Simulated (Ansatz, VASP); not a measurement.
One calculation of Sb, two programs

```
Sb
1.0
     0.00000    2.00865    2.00865
     2.00865    0.00000    2.00865
     2.00865    2.00865    0.00000
Sb
1
Direct
  0.00000 0.00000 0.00000
```

Change from the starting cell: volume scaled by 0.59, to set the pressure.

Alike in both runs: task single point; functional PBE; k mesh 16 × 16 × 16; occupations fermi-dirac, width 0.08 eV; no spin polarisation.

```csv
,VASP,Ansatz
version,VASP 6.6.1,Ansatz 0.2.0
potentials or method,"VASP PAW PBE potentials, release 64 (Sb)","PAW with Ansatz's default frozen-core files, scalar-relativistic"
plane-wave cutoff (eV),500,420
valence electrons in the cell,5,15
```

```csv
,VASP,Ansatz,Ansatz less VASP
pressure (GPa),105.9,104.1,-1.71
```

Both programs put the cell under a high pressure, so it lies far from rest at this level. VASP's potentials hold 5 valence electrons a cell and Ansatz's 15, so a difference there can come from the potentials and not from the codes.

Neither program's run includes spin-orbit coupling. Noted on VASP's run: the cell as given lies far from equilibrium.
